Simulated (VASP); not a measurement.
# Ga4As3P (Amm2) in VASP: single point with PBE

Aim: the single point of Ga4As3P with PBE.

All numbers are computed with VASP 6.6.1; they aren't measurements. Logs are shortened: lines on timing, memory, paths and dates and some standing lists are left out, and cuts for length are marked.

## 1. The cell of the first run

It takes space group Amm2 (No. 38, orthorhombic). Conventional cell: a = 4.019 Å, b = 8.039 Å, c = 11.371 Å, α = 90.00°, β = 90.00°, γ = 90.00°. Ga (site symmetry m) has 1 P at 2.41 Å and 3 As at 2.48 Å within 3.2 Å. Within 3.2 Å of Ga (site symmetry mm2) lie 2 P at 2.43 Å and 2 As at 2.49 Å. Within 3.2 Å of Ga (site symmetry mm2) lie 4 As at 2.46 Å. Within 3.2 Å of P (site symmetry mm2) lie 4 Ga at 2.41 to 2.43 Å. Within 3.2 Å of As (site symmetry m) lie 4 Ga at 2.46 to 2.49 Å. Within 3.3 Å of As (site symmetry mm2) lie 4 Ga at 2.46 to 2.48 Å.

## 2. Single point, PBE

File INCAR:

```
SYSTEM = Ga4As3P
PREC = Accurate
ENCUT = 520
EDIFF = 1E-7
ISMEAR = 0
SIGMA = 0.01
LREAL = .False.
LASPH = .True.
NELM = 60
ALGO = Normal
ISIF = 2
LWAVE = .False.
LCHARG = .False.
GGA = PE
NBANDS = 46
```

File KPOINTS:

```
Automatic mesh
0
Gamma
  10 6 6
  0 0 0
```

File POSCAR:

```
Ga4As3P
1.0
    4.0188767197      0.0000000000      0.0000000000
    0.0000000000      4.0197228067      5.6853575338
    0.0000000000     -4.0197228067      5.6853575338
Ga P As
4 1 3
Direct
    0.0000000000      0.5076043755      0.9969995804
    0.5000000000      0.9952405122      0.9952405122
    0.5000000000      0.5002591496      0.5002591496
    0.0000000000      0.9969995804      0.5076043755
    0.0000000000      0.8750224347      0.8750224347
    0.5000000000      0.3748491258      0.8752287951
    0.0000000000      0.3747970266      0.3747970266
    0.5000000000      0.8752287951      0.3748491258
```

Potentials or basis: VASP PAW PBE potentials, release 64 (Ga_d, P, As).

Launch:

```sh
$ cat potpaw_PBE.64/Ga_d/POTCAR potpaw_PBE.64/P/POTCAR potpaw_PBE.64/As/POTCAR > POTCAR
$ mpirun -np 1 vasp_std > vasp.out
```

OUTCAR:

```text
SYSTEM = Ga4As3P
   PREC = Accurate
   ENCUT = 520
   EDIFF = 1E-7
   ISMEAR = 0
   LREAL = .False.
   LASPH = .True.
   NELM = 60
   ISIF = 2
   GGA = PE

 ion  position               nearest neighbor table
   1  0.000  0.508  0.997-   5 2.41   6 2.48   6 2.48   7 2.48
   2  0.500  0.995  0.995-   5 2.43   5 2.43   8 2.49   6 2.49
   3  0.500  0.500  0.500-   6 2.46   8 2.46   7 2.46   7 2.46
   4  0.000  0.997  0.508-   5 2.41   8 2.48   8 2.48   7 2.48
   5  0.000  0.875  0.875-   1 2.41   4 2.41   2 2.43   2 2.43
   6  0.500  0.375  0.875-   3 2.46   1 2.48   1 2.48   2 2.49
   7  0.000  0.375  0.375-   3 2.46   3 2.46   4 2.48   1 2.48
   8  0.500  0.875  0.375-   3 2.46   4 2.48   4 2.48   2 2.49

  LATTYP: Found a base centered orthorhombic cell.
 ALAT       =     8.0394456134
 B/A-ratio  =     1.4143655688
 C/A-ratio  =     0.4998947580

  Lattice vectors:

 A1 = (   0.0000000000,   4.0197228067,  -5.6853575338)
 A2 = (   0.0000000000,   4.0197228067,   5.6853575338)
 A3 = (   4.0188767197,   0.0000000000,   0.0000000000)

Analysis of symmetry for initial positions (statically):
=====================================================================
 Subroutine PRICEL returns:
 Original cell was already a primitive cell.

 Routine SETGRP: Setting up the symmetry group for a
 base centered orthorhombic supercell.

 Subroutine GETGRP returns: Found  4 space group operations
 (whereof  4 operations were pure point group operations)
 out of a pool of  8 trial point group operations.

The static configuration has the point symmetry C_2v.

Analysis of symmetry for dynamics (positions and initial velocities):
=====================================================================
 Subroutine PRICEL returns:
 Original cell was already a primitive cell.

 Routine SETGRP: Setting up the symmetry group for a
 base centered orthorhombic supercell.

 Subroutine GETGRP returns: Found  4 space group operations
 (whereof  4 operations were pure point group operations)
 out of a pool of  8 trial point group operations.

The dynamic configuration has the point symmetry C_2v.

 Subroutine INISYM returns: Found  4 space group operations
 (whereof  4 operations are pure point group operations),
 and found     1 'primitive' translations

----------------------------------------------------------------------------------------

                                     Primitive cell

[... 102 lines left out ...]
   EDIFF  = 0.1E-06   stopping-criterion for ELM
   LREAL  =      F    real-space projection
   EDIFFG = 0.1E-05   stopping-criterion for IOM
   NSW    =      0    number of steps for IOM
   IBRION =     -1    ionic relax: 0-MD 1-quasi-New 2-CG
   NFREE  =      0    steps in history (QN), initial steepest desc. (CG)
   ISIF   =      2    stress and relaxation
   ISYM   =      2    0-nonsym 1-usesym 2-fastsym
   POTIM  = 0.5000    time-step for ionic-motion
   TEBEG  =    0.0;   TEEND  =   0.0 temperature during run
   PSTRESS=    0.0 pullay stress
   NELECT =      72.0000    total number of electrons
   NUPDOWN=      -1.0000    fix difference up-down
   EMIN   =  10.00;   EMAX   =-10.00  energy-range for DOS
   EFERMI =   0.00;   METHOD = LEGACY
   ISMEAR =     0;   SIGMA  =   0.01  broadening in eV -4-tet -1-fermi 0-gaus
   EFERMI_NEDOS =   21; number of points for ismear=-14 and -15
   IALGO  =     38    algorithm
   IMIX   =      4    mixing-type and parameters
     AMIX     =   0.40;   BMIX     =  1.00
     AMIX_MAG =   1.60;   BMIX_MAG =  1.00
  volume/ion in A,a.u.               =      22.96       154.95
  Fermi-wavevector in a.u.,A,eV,Ry     =   1.198090  2.264062 19.530073  1.435420
  Thomas-Fermi vector in A             =   2.333988
   LORBIT       =      0    0 simple, 1 ext, 2 COOP (PROOUT), +10 PAW based schemes
   GGA     = PE    functional components
   LHFCALC =     F    Hartree Fock is set to
   AEXX    =    0.0000 exact exchange contribution
   IVDW    =     0    specifies the selected vdW correction
   LEPSILON=     F    determine dielectric tensor
   LRPA    =     F    only Hartree local field effects (RPA)
 non-spin polarized calculation
 Gauss-broadening in eV      SIGMA  =   0.01
  energy-cutoff  :      520.00
  volume of cell :      183.69
 maximum number of plane-waves:      4977
 NGX is ok and might be reduce to    30
   NGX = 15   NGY = 25   NGZ = 25

 number of electron      72.0000018 magnetization

 Free energy of the ion-electron system (eV)
  ---------------------------------------------------
  ext. energy  EPLUGINS =         0.00000000
  ---------------------------------------------------
  free energy    TOTEN  =       -33.89370633 eV

  energy without entropy =      -33.89370633  energy(sigma->0) =      -33.89370633

 E-fermi :   3.8052     XC(G=0):  -9.4550

 val. band max:        3.7422822905   @ k =   0.0000   0.0000   0.0000
 cond. band min:       4.1854249139   @ k =   0.0000   0.0000   0.0000
 fundamental gap:      0.4431426235
 Fermi energy:         3.8051996991

 k-point     1 :       0.0000    0.0000    0.0000
  band No.  band energies     occupation
      1     -11.1126      2.00000
      2     -11.0903      2.00000
      3     -11.0433      2.00000
      4     -11.0418      2.00000
      5     -11.0051      2.00000
      6     -10.9966      2.00000
[... 1165 lines left out ...]
     45       9.7076      0.00000
     46       9.9012      0.00000

 [... further k-points ...]
[... 5 lines left out ...]
  --------------------------------------------------------------------------------------
  -------------------------------------------------------------------------------------
  Total        0.1659883      0.1605980      0.1617315      0.0000000      0.0000000      0.0000000
  in kB        1.4477700      1.4007547      1.4106416      0.0000000      0.0000000      0.0000000
  external PRESSURE =       1.4197221 kB  Pullay stress =       0.0000000 kB

 VOLUME and BASIS-vectors are now :
 -----------------------------------------------------------------------------
  energy-cutoff  :      520.00
  volume of cell :      183.69
      direct lattice vectors                 reciprocal lattice vectors
     4.018876720  0.000000000  0.000000000     0.248825747  0.000000000  0.000000000
     0.000000000  4.019722807  5.685357534     0.000000000  0.124386686  0.087945217
     0.000000000 -4.019722807  5.685357534     0.000000000 -0.124386686  0.087945217

 POSITION                                       TOTAL-FORCE (eV/Angst)
 -----------------------------------------------------------------------------------
      0.00000     -1.96723      8.55421         0.000000      0.010311      0.006767
      2.00944      0.00000     11.31660         0.000000     -0.000000     -0.012483
      2.00944      0.00000      5.68830         0.000000     -0.000000      0.000792
      0.00000      1.96723      8.55421         0.000000     -0.010311      0.006767
      0.00000      0.00000      9.94963         0.000000     -0.000000     -0.001765
      2.00944     -2.01139      7.10714         0.000000      0.000010      0.000047
      0.00000      0.00000      4.26171         0.000000     -0.000000     -0.000171
      2.00944      2.01139      7.10714         0.000000     -0.000010      0.000047
 -----------------------------------------------------------------------------------
    total drift:                                0.000000     -0.000000     -0.000520

  FREE ENERGIE OF THE ION-ELECTRON SYSTEM (eV)
  ---------------------------------------------------
  free  energy   TOTEN  =       -33.8937063299 eV

  energy  without entropy=      -33.8937063299  energy(sigma->0) =      -33.89370633
```

OSZICAR:

```text
N       E                     dE             d eps       ncg     rms          rms(c)
DAV:   1     0.632681830910E+03    0.63268E+03   -0.32660E+04  7704   0.221E+03
DAV:   2     0.692668942294E+02   -0.56341E+03   -0.54242E+03  7590   0.596E+02
DAV:   3    -0.284234732426E+02   -0.97690E+02   -0.94728E+02  8404   0.171E+02
DAV:   4    -0.344282923311E+02   -0.60048E+01   -0.59602E+01  8940   0.425E+01
DAV:   5    -0.345964042421E+02   -0.16811E+00   -0.16789E+00  8746   0.713E+00    0.641E+00
DAV:   6    -0.339527398606E+02    0.64366E+00   -0.12181E+00 10138   0.121E+01    0.367E+00
DAV:   7    -0.338894460551E+02    0.63294E-01   -0.62850E-01  8362   0.364E+00    0.132E+00
DAV:   8    -0.338922173036E+02   -0.27712E-02   -0.11614E-01  9402   0.481E+00    0.225E-01
DAV:   9    -0.338927812052E+02   -0.56390E-03   -0.17406E-02  8536   0.199E+00    0.137E-01
DAV:  10    -0.338931859954E+02   -0.40479E-03   -0.37697E-03  9606   0.609E-01    0.109E-01
DAV:  11    -0.338936099395E+02   -0.42394E-03   -0.10160E-03  7978   0.268E-01    0.303E-02
DAV:  12    -0.338936839542E+02   -0.74015E-04   -0.17521E-04  8896   0.213E-01    0.137E-02
DAV:  13    -0.338937015564E+02   -0.17602E-04   -0.59944E-05  8048   0.817E-02    0.988E-03
DAV:  14    -0.338937056086E+02   -0.40523E-05   -0.18206E-05  8110   0.530E-02    0.500E-03
DAV:  15    -0.338937062436E+02   -0.63494E-06   -0.41117E-06 11012   0.193E-02    0.132E-03
DAV:  16    -0.338937063299E+02   -0.86322E-07   -0.36752E-07  6428   0.908E-03
   1 F= -.33893706E+02 E0= -.33893706E+02  d E =-.100726E-21
```

stdout:

```text
POSCAR found type information on POSCAR GaP As
 POSCAR found :  3 types and       8 ions
 scaLAPACK will be used
 LDA part: xc-table for (Slater+PW92), standard interpolation
 POSCAR, INCAR and KPOINTS ok, starting setup
 FFT: planning ... GRIDC
 FFT: planning ... GRID_SOFT
 FFT: planning ... GRID
 WAVECAR not read
 entering main loop
```

Wall time 14 min (1 thread of Intel Xeon Platinum 8488C (Sapphire Rapids), shared host); peak memory 0.64 GiB.

What came out:

- Free energy: -33.8937 eV
- Pressure: 0.1 GPa
- Largest force: 0.012 eV/Å
- Band gap on the k mesh: 0.44 eV

Forces on the atoms (eV/Å):
```
Ga   0.000  0.010  0.007
Ga   0.000  0.000 -0.012
Ga   0.000  0.000  0.001
Ga   0.000 -0.010  0.007
P    0.000  0.000 -0.002
As   0.000  0.000  0.000
As   0.000  0.000  0.000
As   0.000  0.000  0.000
```

Caveat: semilocal functionals underestimate gaps, and a narrow one can read as zero.
